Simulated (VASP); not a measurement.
# Rh (P-1) in VASP: single point with PBEsol

Aim: the single point of Rh with PBEsol.

Everything below comes from runs of VASP 6.6.1. Logs are shortened: lines on timing, memory, paths and dates and some standing lists are left out, and cuts for length are marked.

## (1) The cell of the first run

The typed cell holds 2 atoms: a = 2.731 Å, b = 2.731 Å, c = 4.428 Å, α = 90.00°, β = 90.00°, γ = 120.00°.

## (2) Single point, PBEsol (atom 1 (Rh) moved by (+0.100, -0.100) A along [1 1 0] and z)

File INCAR:

```
SYSTEM = Rh
PREC = Accurate
ENCUT = 520
EDIFF = 1E-6
ISMEAR = 0
SIGMA = 0.15
LREAL = .FALSE.
LASPH = .TRUE.
NELM = 80
ALGO = Fast
ISIF = 2
LWAVE = .FALSE.
LCHARG = .FALSE.
GGA = PS
NBANDS = 22
```

File KPOINTS:

```
Automatic mesh
0
G
  18 18 12
  0 0 0
```

File POSCAR:

```
Rh
1.0
    2.7309790422      0.0000000000      0.0000000000
   -1.3654895211      2.3650972278      0.0000000000
    0.0000000000      0.0000000000      4.4284890000
Rh
2
Direct
    0.7075075173      0.3632309110      0.7274189345
    0.3333333333      0.6666666667      0.2500000000
```

Potentials or basis: VASP PAW PBE potentials, release 64 (Rh_pv).

Launch:

```sh
cat potpaw_PBE.64/Rh_pv/POTCAR > POTCAR
mpirun -np 1 vasp_std > vasp.out
```

OUTCAR:

```text
SYSTEM = Rh
   PREC = Accurate
   ENCUT = 520
   EDIFF = 1E-6
   ISMEAR = 0
   LREAL = .FALSE.
   LASPH = .TRUE.
   NELM = 80
   ISIF = 2
   GGA = PS

 ion  position               nearest neighbor table
   1  0.708  0.363  0.727-   2 2.58   2 2.65   2 2.68   2 2.75   2 2.82   2 2.84
   2  0.333  0.667  0.250-   1 2.58   1 2.65   1 2.68   1 2.75   1 2.82   1 2.84

  LATTYP: Found a hexagonal cell.
 ALAT       =     2.7309790422
 C/A-ratio  =     1.6215756077

  Lattice vectors:

 A1 = (   2.7309790422,   0.0000000000,   0.0000000000)
 A2 = (  -1.3654895211,   2.3650972278,   0.0000000000)
 A3 = (   0.0000000000,   0.0000000000,   4.4284890000)

Analysis of symmetry for initial positions (statically):
=====================================================================
 Subroutine PRICEL returns:
 Original cell was already a primitive cell.

 Routine SETGRP: Setting up the symmetry group for a
 hexagonal supercell.

 Subroutine GETGRP returns: Found  2 space group operations
 (whereof  1 operations were pure point group operations)
 out of a pool of 24 trial point group operations.

The static configuration has the point symmetry C_1 .
 The point group associated with its full space group is S_2 .

Analysis of symmetry for dynamics (positions and initial velocities):
=====================================================================
 Subroutine PRICEL returns:
 Original cell was already a primitive cell.

 Routine SETGRP: Setting up the symmetry group for a
 hexagonal supercell.

 Subroutine GETGRP returns: Found  2 space group operations
 (whereof  1 operations were pure point group operations)
 out of a pool of 24 trial point group operations.

The dynamic configuration has the point symmetry C_1 .
 The point group associated with its full space group is S_2 .

 Subroutine INISYM returns: Found  2 space group operations
 (whereof  1 operations are pure point group operations),
 and found     1 'primitive' translations

----------------------------------------------------------------------------------------

                                     Primitive cell

  volume of cell :      28.6037

  direct lattice vectors                    reciprocal lattice vectors
     2.730979042  0.000000000  0.000000000     0.366169049  0.211407799  0.000000000
    -1.365489521  2.365097228  0.000000000     0.000000000  0.422815599  0.000000000
     0.000000000  0.000000000  4.428489000     0.000000000  0.000000000  0.225810655

  length of vectors
     2.730979042  2.730979042  4.428489000     0.422815599  0.422815599  0.225810655

  position of ions in fractional coordinates (direct lattice)
     0.707507517  0.363230911  0.727418935
     0.333333333  0.666666667  0.250000000

  ion indices of the primitive-cell ions
   primitive index   ion index
                 1           1
                 2           2

----------------------------------------------------------------------------------------

 KPOINTS: Automatic mesh

Automatic generation of k-mesh.
 Grid dimensions read from file:
 generate k-points for:   18   18   12

 Generating k-lattice:

  Cartesian coordinates                     Fractional coordinates (reciprocal lattice)
     0.020342725  0.011744878  0.000000000     0.055555556  0.000000000  0.000000000
     0.000000000  0.023489755  0.000000000     0.000000000  0.055555556  0.000000000
     0.000000000  0.000000000  0.018817555     0.000000000  0.000000000  0.083333333

  Length of vectors
     0.023489755  0.023489755  0.018817555

  Shift w.r.t. Gamma in fractional coordinates (k-lattice)
     0.000000000  0.000000000  0.000000000

 Subroutine IBZKPT returns following result:
 ===========================================

 Found   1948 irreducible k-points:

 Following reciprocal coordinates:
            Coordinates               Weight
  0.000000  0.000000  0.000000      1.000000
  0.055556  0.000000  0.000000      2.000000
  0.000000  0.055556  0.000000      2.000000
 -0.055556  0.055556  0.000000      2.000000
  0.111111  0.000000  0.000000      2.000000
  0.000000  0.111111  0.000000      2.000000
[... 16 lines left out ...]
  0.444444 -0.000000  0.000000      2.000000
  0.000000  0.444444  0.000000      2.000000
 [... further k-points ...]
   k-points           NKPTS =   1948   k-points in BZ     NKDIM =   1948   number of bands    NBANDS=     22
   number of dos      NEDOS =    301   number of ions     NIONS =      2
   total plane-waves  NPLWV =  14400
   dimension x,y,z NGX =    20 NGY =   20 NGZ =   36
   dimension x,y,z NGXF=    40 NGYF=   40 NGZF=   72
   ions per type =               2
   NGX,Y,Z   is equivalent  to a cutoff of  12.17, 12.17, 13.51 a.u.
   NGXF,Y,Z  is equivalent  to a cutoff of  24.35, 24.35, 27.03 a.u.
 SYSTEM =  Rh
   PREC   = accura    normal or accurate (medium, high low for compatibility)
   ISTART =      0    job   : 0-new  1-cont  2-samecut
   ICHARG =      2    charge: 1-file 2-atom 10-const
   ISPIN  =      1    spin polarized calculation?
   LNONCOLLINEAR =      F non collinear calculations
   LSORBIT =      F    spin-orbit coupling
   LASPH  =      T    aspherical Exc in radial PAW
   ENCUT  =  520.0 eV  38.22 Ry    6.18 a.u.   5.08  5.08  8.23*2*pi/ulx,y,z
   NELM   =     80;   NELMIN=  2; NELMDL= -5     # of ELM steps
   EDIFF  = 0.1E-05   stopping-criterion for ELM
   LREAL  =      F    real-space projection
[... 7 lines left out ...]
   TEBEG  =    0.0;   TEEND  =   0.0 temperature during run
   PSTRESS=    0.0 pullay stress
   NELECT =      30.0000    total number of electrons
   NUPDOWN=      -1.0000    fix difference up-down
   EMIN   =  10.00;   EMAX   =-10.00  energy-range for DOS
   EFERMI =   0.00;   METHOD = LEGACY
   ISMEAR =     0;   SIGMA  =   0.15  broadening in eV -4-tet -1-fermi 0-gaus
   EFERMI_NEDOS =   21; number of points for ismear=-14 and -15
   IALGO  =     68    algorithm
   IMIX   =      4    mixing-type and parameters
     AMIX     =   0.40;   BMIX     =  1.00
     AMIX_MAG =   1.60;   BMIX_MAG =  1.00
  volume/ion in A,a.u.               =      14.30        96.51
  Fermi-wavevector in a.u.,A,eV,Ry     =   1.663314  3.143208 37.642066  2.766614
  Thomas-Fermi vector in A             =   2.750053
   LORBIT       =      0    0 simple, 1 ext, 2 COOP (PROOUT), +10 PAW based schemes
   GGA     = PS    functional components
   LHFCALC =     F    Hartree Fock is set to
   AEXX    =    0.0000 exact exchange contribution
   IVDW    =     0    specifies the selected vdW correction
   LEPSILON=     F    determine dielectric tensor
   LRPA    =     F    only Hartree local field effects (RPA)
 non-spin polarized calculation
 RMM-DIIS sequential band-by-band and
 Gauss-broadening in eV      SIGMA  =   0.15
  energy-cutoff  :      520.00
  volume of cell :       28.60
 maximum number of plane-waves:       785
   NGX = 11   NGY = 11   NGZ = 17

 number of electron      30.0000007 magnetization

 Free energy of the ion-electron system (eV)
  ---------------------------------------------------
  ext. energy  EPLUGINS =         0.00000000
  ---------------------------------------------------
  free energy    TOTEN  =       -16.08368262 eV

  energy without entropy =      -16.04431509  energy(sigma->0) =      -16.06399886

 E-fermi :  11.1441     XC(G=0): -13.9572

 val. band max:       11.1435014319   @ k =   0.1111  -0.2778   0.4167
 cond. band min:      11.1448632624   @ k =  -0.1667   0.0000   0.3333
 fundamental gap:      0.0013618306
 Fermi energy:        11.1441317520

 k-point     1 :       0.0000    0.0000    0.0000
  band No.  band energies     occupation
      1     -35.8948      2.00000
      2     -35.3206      2.00000
      3     -35.2709      2.00000
      4     -35.2117      2.00000
      5     -35.1974      2.00000
      6     -35.1956      2.00000
[... 14 lines left out ...]
     21      29.2661      0.00000
     22      29.6528      0.00000

 k-point     2 :       0.0556    0.0000    0.0000
  band No.  band energies     occupation
      1     -35.8881      2.00000
      2     -35.3356      2.00000
      3     -35.2765      2.00000
      4     -35.2141      2.00000
      5     -35.2108      2.00000
      6     -35.1988      2.00000
[... 14 lines left out ...]
     21      29.3864      0.00000
     22      29.7806      0.00000

 k-point     3 :       0.0000    0.0556    0.0000
  band No.  band energies     occupation
      1     -35.8890      2.00000
      2     -35.3267      2.00000
      3     -35.2853      2.00000
      4     -35.2129      2.00000
      5     -35.2107      2.00000
      6     -35.1993      2.00000
[... 14 lines left out ...]
     21      29.3649      0.00000
     22      29.6875      0.00000

 k-point     4 :      -0.0556    0.0556    0.0000
  band No.  band energies     occupation
      1     -35.8887      2.00000
      2     -35.3298      2.00000
      3     -35.2821      2.00000
      4     -35.2134      2.00000
      5     -35.2118      2.00000
      6     -35.1979      2.00000
[... 14 lines left out ...]
     21      29.3719      0.00000
     22      29.7170      0.00000

 k-point     5 :       0.1111    0.0000    0.0000
  band No.  band energies     occupation
      1     -35.8685      2.00000
      2     -35.3780      2.00000
      3     -35.2919      2.00000
      4     -35.2548      2.00000
      5     -35.2210      2.00000
      6     -35.2041      2.00000
[... 14 lines left out ...]
     21      29.6857      0.00000
     22      29.9720      0.00000

 k-point     6 :       0.0000    0.1111    0.0000
  band No.  band energies     occupation
      1     -35.8719      2.00000
      2     -35.3503      2.00000
      3     -35.3190      2.00000
      4     -35.2522      2.00000
      5     -35.2178      2.00000
      6     -35.2067      2.00000
[... 14 lines left out ...]
     21      29.4278      0.00000
     22      29.6698      0.00000

 k-point     7 :      -0.1111    0.1111    0.0000
  band No.  band energies     occupation
      1     -35.8708      2.00000
      2     -35.3623      2.00000
      3     -35.3073      2.00000
      4     -35.2540      2.00000
      5     -35.2188      2.00000
      6     -35.2049      2.00000
[... 324 lines left out ...]
      6     -35.2633      2.00000
[... 14 lines left out ...]
     21      24.8626      0.00000
     22      25.7784      0.00000

 k-point    21 :       0.0000    0.3889    0.0000
  band No.  band energies     occupation
      1     -35.7238      2.00000
      2     -35.7085      2.00000
      3     -35.5770      2.00000
      4     -35.4388      2.00000
      5     -35.3069      2.00000
      6     -35.2755      2.00000
[... 14 lines left out ...]
     21      24.9046      0.00000
     22      26.1981      0.00000

 k-point    22 :      -0.3889    0.3889    0.0000
  band No.  band energies     occupation
      1     -35.7295      2.00000
      2     -35.7020      2.00000
      3     -35.5792      2.00000
      4     -35.4271      2.00000
      5     -35.3220      2.00000
      6     -35.2717      2.00000
[... 14 lines left out ...]
     21      24.9360      0.00000
     22      26.0933      0.00000

 k-point    23 :       0.4444   -0.0000    0.0000
  band No.  band energies     occupation
      1     -35.7872      2.00000
      2     -35.6958      2.00000
      3     -35.5440      2.00000
      4     -35.4233      2.00000
      5     -35.4033      2.00000
      6     -35.2707      2.00000
[... 14 lines left out ...]
     21      24.1987      0.00000
     22      24.6797      0.00000

 k-point    24 :       0.0000    0.4444    0.0000
  band No.  band energies     occupation
      1     -35.7619      2.00000
      2     -35.7094      2.00000
      3     -35.5903      2.00000
      4     -35.4507      2.00000
      5     -35.3247      2.00000
      6     -35.2835      2.00000
[... 14 lines left out ...]
     21      24.2515      0.00000
     22      25.2688      0.00000

 [... further k-points ...]

------------------------ aborting loop because EDIFF is reached ----------------------------------------

  FORCE on cell =-STRESS in cart. coord.  units (eV):
  Direction    XX          YY          ZZ          XY          YZ          ZX
  --------------------------------------------------------------------------------------
  -------------------------------------------------------------------------------------
  Total       -2.0265266     -2.2950294     -2.1652820      0.1514882     -0.1749128     -0.1896334
  in kB     -113.5115253   -128.5511311   -121.2836096      8.4852845     -9.7973665    -10.6219056
  external PRESSURE =    -121.1154220 kB  Pullay stress =       0.0000000 kB

 VOLUME and BASIS-vectors are now :
 -----------------------------------------------------------------------------
  energy-cutoff  :      520.00
  volume of cell :       28.60
      direct lattice vectors                 reciprocal lattice vectors
     2.730979042  0.000000000  0.000000000     0.366169049  0.211407799  0.000000000
    -1.365489521  2.365097228  0.000000000     0.000000000  0.422815599  0.000000000
     0.000000000  0.000000000  4.428489000     0.000000000  0.000000000  0.225810655

 POSITION                                       TOTAL-FORCE (eV/Angst)
 -----------------------------------------------------------------------------------
      1.43620      0.85908      3.22137        -0.292158     -0.271057      0.880451
     -0.00000      1.57673      1.10712         0.292158      0.271057     -0.880451
 -----------------------------------------------------------------------------------
    total drift:                               -0.000002     -0.000009      0.000013

  FREE ENERGIE OF THE ION-ELECTRON SYSTEM (eV)
  ---------------------------------------------------
  free  energy   TOTEN  =       -16.0836826250 eV

  energy  without entropy=      -16.0443150918  energy(sigma->0) =      -16.06399886
```

Run time: 8.4 min. Hardware: 1 thread of AMD EPYC 9R45 (Zen 5), shared host; peak memory 0.89 GiB.

What came out:

```yaml
Free_energy: -16.0837 eV
Pressure: -12.1 GPa
Largest_force: 0.966 eV/Å
Band_gap_on_the_k_mesh: zero (bands 15 and 16 overlap by 2.25 eV)
```

Forces in eV/Å, atoms in the order of the input:
```
Rh  -0.292 -0.271  0.880
Rh   0.292  0.271 -0.880
```

Caveat: the cell differs from its parent crystal (atom 1 (Rh) moved by (+0.100, -0.100) A along [1 1 0] and z); the cell stands under tension; the PAW data sets were made with another functional, which shifts forces and pressure a little.
